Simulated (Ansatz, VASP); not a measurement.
# One calculation of AlV2C, two programs

File INCAR:

```
PREC = Accurate ; ENCUT = 520
EDIFF = 1E-6 ; ISMEAR = -1
SIGMA = 0.05 ; LREAL = F
LASPH = T ; NELM = 150
ALGO = Normal ; ISIF = 2
LWAVE = F ; LCHARG = F
ISPIN = 2 ; MAGMOM = 2 2 2 2 0 0 0 0
LORBIT = 11 ; LMAXMIX = 4
GGA = PS ; NBANDS = 47
```

Contents of KPOINTS:

```
regular mesh
0
Gamma
  11 11 2
```

Contents of POSCAR:

```
AlV2C
1.0
    2.9067228026      0.0000000000      0.0000000000
   -1.4533614013      2.5172957888      0.0000000000
    0.0000000000      0.0000000000     13.1916125473
V Al C
4 2 2
Direct
    0.3333333333      0.6666666667      0.9136157800
    0.6666666667      0.3333333333      0.0863842200
    0.6666666667      0.3333333333      0.4136157800
    0.3333333333      0.6666666667      0.5863842200
    0.6666666667      0.3333333333      0.7500000000
    0.3333333333      0.6666666667      0.2500000000
    0.0000000000      0.0000000000      0.5000000000
    0.0000000000      0.0000000000      0.0000000000
```

File input.yaml:

```yaml
crystal:
  lattice:
    - [2.9067228026, 0.0, 0.0]
    - [-1.4533614013, 2.5172957888, 0.0]
    - [0.0, 0.0, 13.1916125473]
  atoms:
    - { symbol: V, position: [0.3333333333, 0.6666666667, 0.91361578], spin: 2.0 }
    - { symbol: V, position: [0.6666666667, 0.3333333333, 0.08638422], spin: 2.0 }
    - { symbol: V, position: [0.6666666667, 0.3333333333, 0.41361578], spin: 2.0 }
    - { symbol: V, position: [0.3333333333, 0.6666666667, 0.58638422], spin: 2.0 }
    - { symbol: Al, position: [0.6666666667, 0.3333333333, 0.75] }
    - { symbol: Al, position: [0.3333333333, 0.6666666667, 0.25] }
    - { symbol: C, position: [0.0, 0.0, 0.5] }
    - { symbol: C, position: [0.0, 0.0, 0.0] }
hamiltonian:
  xc: pbesol
  pseudopotentials: { kind: paw }
magnetization:
  spin_polarized: true
kpoints:
  mp_grid: { grid: [11, 11, 2] }
scf:
  occupations: { method: fermi_dirac, width: 0.05 }
output:
  forces: true
  stress: true
  eigenvalues: true
```

Alike in both runs: task single point; functional PBEsol; k mesh 11 × 11 × 2; occupations fermi-dirac, width 0.05 eV; collinear spin.

|  | VASP | Ansatz |
| --- | --- | --- |
| version | VASP 6.6.1 | Ansatz 0.2.0 |
| potentials or method | VASP PAW PBE potentials, release 64 (V_sv, Al, C) | Ansatz PAW |
| plane-wave cutoff (eV) | 520 | 420 |
| valence electrons in the cell | 66 | 66 |

```tsv
	VASP	Ansatz	Ansatz less VASP
gap on the k mesh at the Fermi level (eV)	none	none	-
pressure (GPa)	-7.4	-7.7	-0.31
traceless stress, the component that is largest in VASP (GPa)	-0.69	-0.69	-0.008
rms of the force components (eV/Å)	0.259	0.271	+0.0119
net moment per atom (μB)	0.00	0.00	0.000
```

VASP's potentials were made for PBE, not for PBEsol. Atom by atom the forces differ by 0.012 eV/Å (rms over components). A gap of «none» marks a metal or a gap that the smearing closes.
